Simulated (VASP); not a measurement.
Crystal: RbSnTe.

```
Rb Sn Te
1.0
     4.86858    0.00000    0.00000
     0.00000    4.86858    0.00000
     0.00000    0.00000    8.48012
Rb Sn Te
2 2 2
Direct
  0.00000 0.00000 0.00000
  0.50000 0.50000 0.00000
  0.00000 0.50000 0.35100
  0.50000 0.00000 0.64900
  0.00000 0.50000 0.72700
  0.50000 0.00000 0.27300
```

```yaml
Program: VASP 6.6.1
Task: relaxation of cell and atoms
Functional: PBE
Potentials_or_basis: VASP PAW PBE potentials, release 64 (Rb_sv, Sn_d, Te)
Cutoff: 600 eV
k_mesh: 4 × 4 × 2
Occupations: gaussian, width 0.1 eV
Spin: no spin polarisation
```

At the start: pressure 3.3 GPa; volume 33.50 Å³/atom.

Question: How do energy, volume and symmetry change on relaxing?

Answer: Over 15 steps the energy falls by 146.0 meV/atom and the volume is 36.74 Å³/atom (+9.7 %); space group P4/nmm (No. 129, to 0.1 Å) before and after.

Step by step:
```tsv
step	energy change (eV)	largest force (eV/Å)	pressure (GPa)	volume (Å³)
1	0.0000	1.5383	3.30	201.01
2	-0.4372	1.0880	0.33	221.72
3	-0.5104	0.8772	-0.88	234.37
4	-0.6846	0.7256	-0.55	231.72
5	-0.7766	0.5134	0.50	227.66
6	-0.7824	0.3442	0.19	228.60
7	-0.7827	0.3777	0.25	228.42
8	-0.8071	0.3272	0.00	230.51
9	-0.8293	0.1937	-0.49	235.22
10	-0.8543	0.1545	-0.30	230.21
11	-0.8692	0.1183	0.00	223.98
12	-0.8695	0.1291	0.07	222.87
13	-0.8721	0.1461	-0.22	221.93
14	-0.8743	0.0648	-0.12	222.32
15	-0.8758	0.0371	0.05	220.44
```

Final structure:
```xyz
6
Lattice="5.1282 0.0000 0.0000 0.0000 5.1282 0.0000 0.0000 0.0000 8.3821" Properties=species:S:1:pos:R:3 pbc="T T T"
Rb    0.0000    0.0000    0.0000
Rb    2.5641    2.5641    0.0000
Sn    5.1282    2.5641    2.7979
Sn    2.5641    0.0000    5.5842
Te    5.1282    2.5641    5.7066
Te    2.5641    0.0000    2.6756
```

Caveat: the k points lie up to 0.37 Å⁻¹ apart in the final cell, too coarse for converged energies and pressures of a metal; the highest band is partly filled, so the run has too few bands.
